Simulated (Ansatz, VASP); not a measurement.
## GaSb: VASP beside Ansatz

INCAR

```
SYSTEM = GaSb
PREC = Accurate
ENCUT = 520
EDIFF = 1E-8
ISMEAR = -1
SIGMA = 0.08
LREAL = .False.
LASPH = .True.
NELM = 80
ALGO = Normal
ISIF = 2
LWAVE = .False.
LCHARG = .False.
GGA = PE
LEFG = .True.
NBANDS = 16
```

KPOINTS

```
regular mesh
0
Gamma
  12 12 12
  0 0 0
```

File POSCAR:

```
GaSb
1.0
    0.0000000000      3.0176570942      3.0176570942
    3.0176570942      0.0000000000      3.0176570942
    3.0176570942      3.0176570942      0.0000000000
Ga Sb
1 1
Direct
    0.0000000000      0.0000000000      0.0000000000
    0.7500000000      0.7500000000      0.7500000000
```

Input for Ansatz:

```yaml
crystal:
  lattice:
    - [0.0, 3.0176570942, 3.0176570942]
    - [3.0176570942, 0.0, 3.0176570942]
    - [3.0176570942, 3.0176570942, 0.0]
  atoms:
    - { symbol: Ga, position: [0.0, 0.0, 0.0] }
    - { symbol: Sb, position: [0.75, 0.75, 0.75] }
kpoints:
  mp_grid: { grid: [12, 12, 12] }
scf:
  occupations: { method: fermi_dirac, width: 0.08 }
hamiltonian:
  xc: pbe
  pseudopotentials: { kind: all_electron, datasets: crystal }
output:
  forces: true
  stress: true
  eigenvalues: true
  efg: { contact_densities: true }
```

Change from the starting cell: volume scaled by 0.96, crystal datasets.

Alike in both runs: task electric field gradients; functional PBE; k mesh 12 × 12 × 12; occupations fermi-dirac, width 0.08 eV; no spin polarisation.

```csv
,VASP,Ansatz
version,VASP 6.6.1,Ansatz 0.2.0
potentials or method,"VASP PAW PBE potentials, release 64 (Ga_d, Sb), cutoff 520 eV","all-electron PAW with datasets made for the crystal, scalar-relativistic"
```

```csv
,VASP,Ansatz,Ansatz less VASP
pressure (GPa),4.9,4.8,-0.09
```

Ansatz ran all-electron here, and VASP with PAW potentials.

Spin-orbit coupling is off throughout.
